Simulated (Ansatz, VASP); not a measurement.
**SrTaO2 in VASP and in Ansatz**

```xyz
16
Lattice="3.9655 0.0000 0.0000 0.0000 3.9655 0.0000 0.0000 0.0000 15.8711" Properties=species:S:1:pos:R:3 pbc="T T T"
Sr    1.9827    3.9655    9.2479
Sr    1.9827    3.9655   13.1803
Sr    0.0000    1.9827    6.6231
Sr    3.9655    1.9827    2.6908
Ta    0.0000    1.9827   11.1742
Ta    3.9655    1.9827   15.3693
Ta    1.9827    0.0000    4.6969
Ta    1.9827    3.9655    0.5018
O     1.9827    1.9827   11.1040
O     0.0000    0.0000   11.1040
O     3.9655    1.9827   13.1742
O     0.0000    1.9827    9.0771
O     1.9827    1.9827    4.7670
O     0.0000    0.0000    4.7670
O     1.9827    3.9655    2.6968
O     1.9827    3.9655    6.7940
```

Alike in both runs: task single point; functional PBE; k mesh 6 × 6 × 2; occupations gaussian, width 0.2 eV; no spin polarisation.

```csv
,VASP,Ansatz
version,VASP 6.6.1,Ansatz 0.2.0
potentials or method,"VASP PAW PBE potentials, release 64 (Sr_sv, Ta_pv, O), cutoff 520 eV","scalar-relativistic, plane waves, PAW"
valence electrons in the cell,132,140
```

VASP gave:

- gap on the k mesh at the Fermi level (eV): none
- pressure (GPa): 0.6
- traceless stress, the component that is largest in VASP (GPa): -0.17
- rms of the force components (eV/Å): 0.032

What did Ansatz give for the same quantities?

gap on the k mesh at the Fermi level (eV): none; pressure (GPa): 0.1; traceless stress, the component that is largest in VASP (GPa): -0.25; rms of the force components (eV/Å): 0.025.

Atom by atom the forces differ by 0.017 eV/Å (rms over components). A gap of «none» marks a metal or a gap that the smearing closes. VASP's potentials hold 132 valence electrons a cell and Ansatz's 140, so a difference there can come from the potentials and not from the codes.

Neither program's run includes spin-orbit coupling.
